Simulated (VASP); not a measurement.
# GeSbTe3 (R3m) in VASP: notebook

The runs below take GeSbTe3 through single point, with PBE.

Program: VASP 6.6.1. These are calculated values, not measurements. Logs are shortened: lines on timing, memory, paths and dates and some standing lists are left out, and cuts for length are marked.

### Step 1. The cell of the first run

It takes space group R3m (No. 160, trigonal). The conventional cell has a = 4.155 Å, b = 4.155 Å, c = 31.202 Å, α = 90.00°, β = 90.00°, γ = 120.00°. Within 3.7 Å of Ge (site symmetry 3m) lie 6 Te at 2.83 to 3.16 Å. Within 4.0 Å of Sb (site symmetry 3m) lie 6 Te at 3.02 to 3.10 Å. Te (site symmetry 3m) has 3 Sb at 3.10 Å and 3 Ge at 3.16 Å within 4.1 Å. Te (site symmetry 3m) has 3 Sb at 3.02 Å and 3 Te at 3.87 Å within 4.0 Å. Within 3.7 Å of Te (site symmetry 3m) lie 3 Ge at 2.83 Å.

### Step 2. Single point, PBE

INCAR reads:

```
SYSTEM = GeSbTe3
ALGO     = Normal         ! electronic algorithm
EDIFF    = 1E-6           ! SCF threshold, eV
ENCUT    = 520            ! plane-wave cutoff, eV
GGA      = PE             ! functional
ISIF     = 2              ! what is computed and relaxed
ISMEAR   = 0              ! smearing method
LASPH    = .True.         ! aspherical terms in the spheres
LCHARG   = .False.        ! write CHGCAR
LREAL    = .False.        ! projectors in reciprocal space
LWAVE    = .False.        ! write WAVECAR
NBANDS   = 26             ! bands
NELM     = 100            ! most SCF steps
PREC     = Accurate       ! precision mode
SIGMA    = 0.1            ! smearing width, eV
```

KPOINTS reads:

```
k-points
0
Gamma
  12 12 12
  0 0 0
```

POSCAR reads:

```
GeSbTe3
1.0
    2.0774645357      1.1994247089     10.4005661497
   -2.0774645357      1.1994247089     10.4005661497
    0.0000000000     -2.3988494178     10.4005661497
Ge Sb Te
1 1 3
Direct
    0.5998296922      0.5998296922      0.5998296922
    0.3954376019      0.3954376019      0.3954376019
    0.9991310257      0.9991310257      0.9991310257
    0.7874280286      0.7874280286      0.7874280286
    0.2181746516      0.2181746516      0.2181746516
```

Potentials or basis: VASP PAW PBE potentials, release 64 (Ge_d, Sb, Te).

Run with:

```bash
> cat potpaw_PBE.64/Ge_d/POTCAR potpaw_PBE.64/Sb/POTCAR potpaw_PBE.64/Te/POTCAR > POTCAR
> mpirun -np 1 vasp_std > vasp.out
```

OUTCAR:

```text
SYSTEM = GeSbTe3
   EDIFF = 1E-6
   ENCUT = 520
   GGA = PE
   ISIF = 2
   ISMEAR = 0
   LASPH = .True.
   LREAL = .False.
   NELM = 100
   PREC = Accurate

 ion  position               nearest neighbor table
   1  0.600  0.600  0.600-   5 2.83   5 2.83   5 2.83   3 3.16   3 3.16   3 3.16
   2  0.395  0.395  0.395-   4 3.02   4 3.02   4 3.02   3 3.10   3 3.10   3 3.10
   3  0.999  0.999  0.999-   2 3.10   2 3.10   2 3.10   1 3.16   1 3.16   1 3.16
   4  0.787  0.787  0.787-   2 3.02   2 3.02   2 3.02
   5  0.218  0.218  0.218-   1 2.83   1 2.83   1 2.83

  LATTYP: Found a trigonal (rhomboedric) cell.
 ALAT       =    10.6736242563
 COS(alpha) =     0.9242341652

  Lattice vectors:

 A1 = (   2.0774645357,   1.1994247089,  10.4005661497)
 A2 = (  -2.0774645357,   1.1994247089,  10.4005661497)
 A3 = (   0.0000000000,  -2.3988494178,  10.4005661497)

Analysis of symmetry for initial positions (statically):
=====================================================================
 Subroutine PRICEL returns:
 Original cell was already a primitive cell.

 Routine SETGRP: Setting up the symmetry group for a
 trigonal (rhombohedral) supercell.

 Subroutine GETGRP returns: Found  6 space group operations
 (whereof  6 operations were pure point group operations)
 out of a pool of 12 trial point group operations.

The static configuration has the point symmetry C_3v.

Analysis of symmetry for dynamics (positions and initial velocities):
=====================================================================
 Subroutine PRICEL returns:
 Original cell was already a primitive cell.

 Routine SETGRP: Setting up the symmetry group for a
 trigonal (rhombohedral) supercell.

 Subroutine GETGRP returns: Found  6 space group operations
 (whereof  6 operations were pure point group operations)
 out of a pool of 12 trial point group operations.

The dynamic configuration has the point symmetry C_3v.

 Subroutine INISYM returns: Found  6 space group operations
 (whereof  6 operations are pure point group operations),
 and found     1 'primitive' translations

----------------------------------------------------------------------------------------

                                     Primitive cell

  volume of cell :     155.4944

  direct lattice vectors                    reciprocal lattice vectors
     2.077464536  1.199424709 10.400566150     0.240677995  0.138955505  0.032049537
    -2.077464536  1.199424709 10.400566150    -0.240677995  0.138955505  0.032049537
     0.000000000 -2.398849418 10.400566150     0.000000000 -0.277911011  0.032049537

  length of vectors
    10.673624256 10.673624256 10.673624256     0.279752932  0.279752932  0.279752932

  position of ions in fractional coordinates (direct lattice)
     0.599829692  0.599829692  0.599829692
     0.395437602  0.395437602  0.395437602
     0.999131026  0.999131026  0.999131026
     0.787428029  0.787428029  0.787428029
     0.218174652  0.218174652  0.218174652

  ion indices of the primitive-cell ions
   primitive index   ion index
                 1           1
                 2           2
                 3           3
                 4           4
                 5           5

----------------------------------------------------------------------------------------

 KPOINTS: k-points

Automatic generation of k-mesh.
 Grid dimensions read from file:
 generate k-points for:   12   12   12

 Generating k-lattice:

  Cartesian coordinates                     Fractional coordinates (reciprocal lattice)
     0.020056500  0.011579625  0.002670795     0.083333333  0.000000000  0.000000000
    -0.020056500  0.011579625  0.002670795     0.000000000  0.083333333  0.000000000
     0.000000000 -0.023159251  0.002670795     0.000000000  0.000000000  0.083333333

  Length of vectors
     0.023312744  0.023312744  0.023312744

  Shift w.r.t. Gamma in fractional coordinates (k-lattice)
     0.000000000  0.000000000  0.000000000

 Subroutine IBZKPT returns following result:
 ===========================================

 Found    189 irreducible k-points:

 Following reciprocal coordinates:
            Coordinates               Weight
  0.000000  0.000000  0.000000      1.000000
  0.083333  0.000000  0.000000      6.000000
  0.166667 -0.000000  0.000000      6.000000
  0.250000 -0.000000  0.000000      6.000000
  0.333333 -0.000000  0.000000      6.000000
  0.416667 -0.000000  0.000000      6.000000
[... 16 lines left out ...]
  0.500000  0.166667  0.000000     12.000000
 -0.416667  0.166667 -0.000000     12.000000
 [... further k-points ...]
   k-points           NKPTS =    189   k-points in BZ     NKDIM =    189   number of bands    NBANDS=     26
   number of dos      NEDOS =    301   number of ions     NIONS =      5
   total plane-waves  NPLWV = 512000
   dimension x,y,z NGX =    80 NGY =   80 NGZ =   80
   dimension x,y,z NGXF=   160 NGYF=  160 NGZF=  160
   ions per type =               1   1   3
   NGX,Y,Z   is equivalent  to a cutoff of  12.46, 12.46, 12.46 a.u.
   NGXF,Y,Z  is equivalent  to a cutoff of  24.92, 24.92, 24.92 a.u.
 SYSTEM =  GeSbTe3
   PREC   = accura    normal or accurate (medium, high low for compatibility)
   ISTART =      0    job   : 0-new  1-cont  2-samecut
   ICHARG =      2    charge: 1-file 2-atom 10-const
   ISPIN  =      1    spin polarized calculation?
   LNONCOLLINEAR =      F non collinear calculations
   LSORBIT =      F    spin-orbit coupling
   LASPH  =      T    aspherical Exc in radial PAW
   ENCUT  =  520.0 eV  38.22 Ry    6.18 a.u.  19.85 19.85 19.85*2*pi/ulx,y,z
   NELM   =    100;   NELMIN=  2; NELMDL= -5     # of ELM steps
   EDIFF  = 0.1E-05   stopping-criterion for ELM
   LREAL  =      F    real-space projection
   EDIFFG = 0.1E-04   stopping-criterion for IOM
   NSW    =      0    number of steps for IOM
   IBRION =     -1    ionic relax: 0-MD 1-quasi-New 2-CG
   NFREE  =      0    steps in history (QN), initial steepest desc. (CG)
   ISIF   =      2    stress and relaxation
   ISYM   =      2    0-nonsym 1-usesym 2-fastsym
   POTIM  = 0.5000    time-step for ionic-motion
   TEBEG  =    0.0;   TEEND  =   0.0 temperature during run
   PSTRESS=    0.0 pullay stress
   NELECT =      37.0000    total number of electrons
   NUPDOWN=      -1.0000    fix difference up-down
   EMIN   =  10.00;   EMAX   =-10.00  energy-range for DOS
   EFERMI =   0.00;   METHOD = LEGACY
   ISMEAR =     0;   SIGMA  =   0.10  broadening in eV -4-tet -1-fermi 0-gaus
   EFERMI_NEDOS =   21; number of points for ismear=-14 and -15
   IALGO  =     38    algorithm
   IMIX   =      4    mixing-type and parameters
     AMIX     =   0.40;   BMIX     =  1.00
     AMIX_MAG =   1.60;   BMIX_MAG =  1.00
  volume/ion in A,a.u.               =      31.10       209.87
  Fermi-wavevector in a.u.,A,eV,Ry     =   1.014465  1.917061 14.002293  1.029140
  Thomas-Fermi vector in A             =   2.147694
   LORBIT       =      0    0 simple, 1 ext, 2 COOP (PROOUT), +10 PAW based schemes
   GGA     = PE    functional components
   LHFCALC =     F    Hartree Fock is set to
   AEXX    =    0.0000 exact exchange contribution
   IVDW    =     0    specifies the selected vdW correction
   LEPSILON=     F    determine dielectric tensor
   LRPA    =     F    only Hartree local field effects (RPA)
 non-spin polarized calculation
 Gauss-broadening in eV      SIGMA  =   0.10
  energy-cutoff  :      520.00
  volume of cell :      155.49
 maximum number of plane-waves:      4239
   NGX = 39   NGY = 39   NGZ = 39

 number of electron      37.0000007 magnetization

 Free energy of the ion-electron system (eV)
  ---------------------------------------------------
  ext. energy  EPLUGINS =         0.00000000
  ---------------------------------------------------
  free energy    TOTEN  =       -18.43671090 eV

  energy without entropy =      -18.42431035  energy(sigma->0) =      -18.43051063

 E-fermi :   5.5617     XC(G=0):  -9.3102

 val. band max:        5.5614252094   @ k =  -0.1667   0.3333   0.0833
 cond. band min:       5.5672671219   @ k =  -0.1667   0.0833   0.0833
 fundamental gap:      0.0058419125
 Fermi energy:         5.5616530079

 k-point     1 :       0.0000    0.0000    0.0000
  band No.  band energies     occupation
      1     -18.9554      2.00000
      2     -18.9554      2.00000
      3     -18.9523      2.00000
      4     -18.9449      2.00000
      5     -18.9449      2.00000
      6      -7.1761      2.00000
[... 18 lines left out ...]
     25       8.4175      0.00000
     26      10.5790      0.00000

 k-point     2 :       0.0833    0.0000    0.0000
  band No.  band energies     occupation
      1     -18.9556      2.00000
      2     -18.9554      2.00000
      3     -18.9522      2.00000
      4     -18.9449      2.00000
      5     -18.9447      2.00000
      6      -7.1092      2.00000
[... 18 lines left out ...]
     25       8.7476      0.00000
     26      10.6700      0.00000

 k-point     3 :       0.1667   -0.0000    0.0000
  band No.  band energies     occupation
      1     -18.9563      2.00000
      2     -18.9553      2.00000
      3     -18.9518      2.00000
      4     -18.9450      2.00000
      5     -18.9442      2.00000
      6      -6.9106      2.00000
[... 18 lines left out ...]
     25       9.4135      0.00000
     26      10.3240      0.00000

 k-point     4 :       0.2500   -0.0000    0.0000
  band No.  band energies     occupation
      1     -18.9572      2.00000
      2     -18.9553      2.00000
      3     -18.9514      2.00000
      4     -18.9450      2.00000
      5     -18.9435      2.00000
      6      -6.5891      2.00000
[... 18 lines left out ...]
     25       9.8550      0.00000
     26      10.2552      0.00000
[... 496 lines left out ...]
      1     -18.9580      2.00000
      2     -18.9556      2.00000
      3     -18.9507      2.00000
      4     -18.9448      2.00000
      5     -18.9428      2.00000
      6      -5.9775      2.00000
[... 18 lines left out ...]
     25      10.2274      0.00000
     26      10.5246      0.00000

 k-point    23 :       0.5000    0.1667    0.0000
  band No.  band energies     occupation
      1     -18.9584      2.00000
      2     -18.9557      2.00000
      3     -18.9505      2.00000
      4     -18.9446      2.00000
      5     -18.9425      2.00000
      6      -5.5142      2.00000
[... 18 lines left out ...]
     25      10.0786      0.00000
     26      10.3534      0.00000

 k-point    24 :      -0.4167    0.1667   -0.0000
  band No.  band energies     occupation
      1     -18.9586      2.00000
      2     -18.9557      2.00000
      3     -18.9504      2.00000
      4     -18.9445      2.00000
      5     -18.9424      2.00000
      6      -5.1859      2.00000
[... 18 lines left out ...]
     25       9.8843      0.00000
     26      10.1259      0.00000

 [... further k-points ...]
[... 5 lines left out ...]
  --------------------------------------------------------------------------------------
  -------------------------------------------------------------------------------------
  Total       -0.0179439     -0.0179439     -0.0023094      0.0000000      0.0000000      0.0000000
  in kB       -0.1848896     -0.1848896     -0.0237958      0.0000000      0.0000000      0.0000000
  external PRESSURE =      -0.1311916 kB  Pullay stress =       0.0000000 kB

 VOLUME and BASIS-vectors are now :
 -----------------------------------------------------------------------------
  energy-cutoff  :      520.00
  volume of cell :      155.49
      direct lattice vectors                 reciprocal lattice vectors
     2.077464536  1.199424709 10.400566150     0.240677995  0.138955505  0.032049537
    -2.077464536  1.199424709 10.400566150    -0.240677995  0.138955505  0.032049537
     0.000000000 -2.398849418 10.400566150     0.000000000 -0.277911011  0.032049537

 POSITION                                       TOTAL-FORCE (eV/Angst)
 -----------------------------------------------------------------------------------
      0.00000      0.00000     18.71571         0.000000      0.000000      0.017219
      0.00000      0.00000     12.33832         0.000000     -0.000000     -0.013562
      0.00000      0.00000     31.17458         0.000000     -0.000000      0.002682
      0.00000      0.00000     24.56909         0.000000     -0.000000      0.008547
      0.00000      0.00000      6.80742         0.000000     -0.000000     -0.014885
 -----------------------------------------------------------------------------------
    total drift:                                0.000000      0.000000      0.000785

  FREE ENERGIE OF THE ION-ELECTRON SYSTEM (eV)
  ---------------------------------------------------
  free  energy   TOTEN  =       -18.4367109042 eV

  energy  without entropy=      -18.4243103482  energy(sigma->0) =      -18.43051063
```

Run time: 54 min. Hardware: 1 thread of Intel Xeon Platinum 8375C at 2.90GHz (Ice Lake), shared host; peak memory 1.5 GiB.

Results:

| Quantity | Value |
| --- | --- |
| Free energy | -18.4367 eV |
| Pressure | 0.0 GPa |
| Largest force | 0.017 eV/Å |

Forces on the atoms (eV/Å):
```
Ge   0.000  0.000  0.017
Sb   0.000  0.000 -0.014
Te   0.000  0.000  0.003
Te   0.000  0.000  0.009
Te   0.000  0.000 -0.015
```

Caveat: spin-orbit coupling is left out, which moves the levels of the heavy elements.

### Step 3. Single point, PBE

This run uses another cell than the first one, of 30.26 Å³/atom, 0.973 times its volume.

INCAR reads:

```
PREC     = Accurate       # precision mode
ENCUT    = 520            # plane-wave cutoff, eV
EDIFF    = 1E-6           # SCF threshold, eV
ISMEAR   = 0              # smearing method
SIGMA    = 0.1            # smearing width, eV
LREAL    = False          # projectors in reciprocal space
LASPH    = True           # aspherical terms in the spheres
NELM     = 100            # most SCF steps
ALGO     = Normal         # electronic algorithm
ISIF     = 2              # what is computed and relaxed
LWAVE    = False          # write WAVECAR
LCHARG   = True           # write CHGCAR
GGA      = PE             # functional
LELF     = True           # ELF
LVHAR    = True         
NBANDS   = 26             # bands
```

KPOINTS reads:

```
Automatic mesh
0
Gamma
  6 6 6
```

POSCAR reads:

```
GeSbTe3
1.0
    2.1034800504      1.2144447733      9.8714625907
   -2.1034800504      1.2144447733      9.8714625907
    0.0000000000     -2.4288895466      9.8714625907
Ge Sb Te
1 1 3
Direct
    0.5978230000      0.5978230000      0.5978230000
    0.3977000000      0.3977000000      0.3977000000
    0.9983600000      0.9983600000      0.9983600000
    0.7925750000      0.7925750000      0.7925750000
    0.2135430000      0.2135430000      0.2135430000
```

Potentials or basis: VASP PAW PBE potentials, release 64 (Ge_d, Sb, Te).

Run with:

```bash
> cat potpaw_PBE.64/Ge_d/POTCAR potpaw_PBE.64/Sb/POTCAR potpaw_PBE.64/Te/POTCAR > POTCAR
> mpirun -np 1 vasp_std > vasp.out
```

Wall time 12 min (1 thread of Intel Xeon Platinum 8375C at 2.90GHz (Ice Lake), shared host); peak memory 0.98 GiB.

It converged, with:

* Free energy: -18.4260 eV
* Pressure: 0.0 GPa
* Largest force: 0.082 eV/Å

Forces on the atoms (eV/Å):
```
Ge   0.000  0.000  0.066
Sb   0.000  0.000  0.001
Te   0.000  0.000 -0.082
Te   0.000  0.000 -0.054
Te   0.000  0.000  0.070
```

Stress tensor (GPa, compression positive):
```
0.01 0.00 0.00
0.00 0.01 0.00
0.00 0.00 0.10
```

Levels at points of the mesh, in eV from the Fermi level:
| k point | band 16 | band 17 | band 18 | band 19 | band 20 | band 21 |
| --- | --- | --- | --- | --- | --- | --- |
| (0.00, 0.00, 0.00) | -1.19 | -0.52 | -0.52 | 0.73 | 1.15 | 1.15 |
| (0.50, 0.00, 0.00) | -2.60 | -2.17 | -0.62 | 0.19 | 1.21 | 1.56 |
| (0.50, 0.50, 0.00) | -1.53 | -1.27 | -1.23 | -0.44 | 1.31 | 1.99 |
| (0.50, 0.50, 0.50) | -0.74 | -0.74 | -0.51 | 0.38 | 1.55 | 1.55 |

Caveat: spin-orbit coupling is left out, which moves the levels of the heavy elements.
